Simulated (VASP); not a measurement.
Set up this calculation in VASP 6.6.1, as the native input.

```
Task                   : single point
Functional             : r2SCAN
Potentials or basis    : VASP PAW PBE potentials, release 64 (Sr_sv)
Cutoff                 : 520 eV
k mesh                 : 12 × 12 × 6
Occupations            : gaussian, width 0.1 eV
Spin                   : no spin polarisation
Dipole correction      : no
Further INCAR settings : ALGO = Normal; EDIFF = 1e-06; NBANDS = 17
```

Crystal: Sr.

```
CELL_PARAMETERS angstrom
4.69265 0.00000 0.00000
-2.34633 4.06396 0.00000
0.00000 0.00000 7.65796
ATOMIC_POSITIONS crystal
Sr 0.33333 0.66667 0.25000
Sr 0.66667 0.33333 0.75000
```

One way to write it, as run:

POSCAR

```
Sr
1.0
    4.6926512107      0.0000000000      0.0000000000
   -2.3463256053      4.0639551595      0.0000000000
    0.0000000000      0.0000000000      7.6579558394
Sr
2
Direct
    0.3333333333      0.6666666667      0.2500000000
    0.6666666667      0.3333333333      0.7500000000
```

INCAR.step1

```
SYSTEM = Sr
PREC     = Accurate       ! precision mode
ENCUT    = 520            ! plane-wave cutoff, eV
ISMEAR   = 0              ! smearing method
SIGMA    = 0.1            ! smearing width, eV
LREAL    = .FALSE.        ! projectors in reciprocal space
LASPH    = .TRUE.         ! aspherical terms in the spheres
NELM     = 100            ! most SCF steps
NBANDS   = 17             ! bands
GGA      = PE             ! functional
ALGO     = Normal         ! electronic algorithm
EDIFF    = 1E-4           ! SCF threshold, eV
LWAVE    = .TRUE.         ! write WAVECAR
LCHARG   = .FALSE.        ! write CHGCAR
```

INCAR.step2

```
SYSTEM = Sr
PREC     = Accurate       ! precision mode
ENCUT    = 520            ! plane-wave cutoff, eV
EDIFF    = 1E-6           ! SCF threshold, eV
ISMEAR   = 0              ! smearing method
SIGMA    = 0.1            ! smearing width, eV
LREAL    = .FALSE.        ! projectors in reciprocal space
LASPH    = .TRUE.         ! aspherical terms in the spheres
NELM     = 100            ! most SCF steps
ALGO     = Normal         ! electronic algorithm
ISIF     = 2              ! what is computed and relaxed
LWAVE    = .FALSE.        ! write WAVECAR
LCHARG   = .FALSE.        ! write CHGCAR
METAGGA  = R2SCAN         ! meta-GGA
LMIXTAU  = .TRUE.       
NBANDS   = 17             ! bands
ISTART   = 1
```

KPOINTS

```
regular mesh
0
G
  12 12 6
  0 0 0
```

Potentials or basis: VASP PAW PBE potentials, release 64 (Sr_sv).

Run with:

```console
$ cat potpaw_PBE.64/Sr_sv/POTCAR > POTCAR
$ cp INCAR.step1 INCAR
$ mpirun -np 1 vasp_std > vasp.out
$ cp INCAR.step2 INCAR
$ mpirun -np 1 vasp_std > vasp.out
```

Results of the run:

```
Pressure               : -2.0 GPa
Band gap on the k mesh : zero (band 10 reaches 1.01 eV, above the bottom of band 11 at 0.47 eV)
```

Caveat: the PAW data sets were made with another functional, which shifts forces and pressure a little.

It took 9 min on 1 thread of Intel(R) Xeon(R) Platinum 8259CL CPU @ 2.50GHz (Skylake/Cascade Lake), on a shared host, peak memory 0.39 GiB.
